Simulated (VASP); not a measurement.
Here is a VASP 6.6.1 calculation.

INCAR

```
SYSTEM = SrO
PREC     = Accurate       ! precision mode
ENCUT    = 520            ! plane-wave cutoff, eV
EDIFF    = 1E-7           ! SCF threshold, eV
ISMEAR   = 0              ! smearing method
SIGMA    = 0.01           ! smearing width, eV
LREAL    = .False.        ! projectors in reciprocal space
LASPH    = .True.         ! aspherical terms in the spheres
NELM     = 80             ! most SCF steps
ALGO     = Normal         ! electronic algorithm
ISIF     = 2              ! what is computed and relaxed
LWAVE    = .False.        ! write WAVECAR
LCHARG   = .False.        ! write CHGCAR
GGA      = PE             ! functional
NBANDS   = 24             ! bands
```

Contents of KPOINTS:

```
regular mesh
0
Gamma
  6 6 4
  0 0 0
```

Contents of POSCAR:

```
SrO
1.0
    3.6244307018      0.0000000000      0.0000000000
   -1.8122153509      3.1388490620      0.0000000000
    0.0000000000      0.0000000000      6.3701959529
Sr O
2 2
Direct
    0.0000000000      0.0000000000      0.0000000000
    0.0000000000      0.0000000000      0.5000000000
    0.3333333333      0.6666666667      0.2500000000
    0.6666666667      0.3333333333      0.7500000000
```

Potentials or basis: VASP PAW PBE potentials, release 64 (Sr_sv, O).

Run with:

```bash
$ cat potpaw_PBE.64/Sr_sv/POTCAR potpaw_PBE.64/O/POTCAR > POTCAR
$ mpirun -np 1 vasp_std > vasp.out
```

Problem. Estimate the pressure.

Solution. -1.8 GPa.

Problem. What does it give for the band gap on the k mesh?

Solution. 3.23 eV, direct.

Stress tensor (GPa, compression positive):
```
-1.73  0.00  0.00
 0.00 -1.73  0.00
 0.00  0.00 -1.85
```

 A k mesh can miss the band edges.
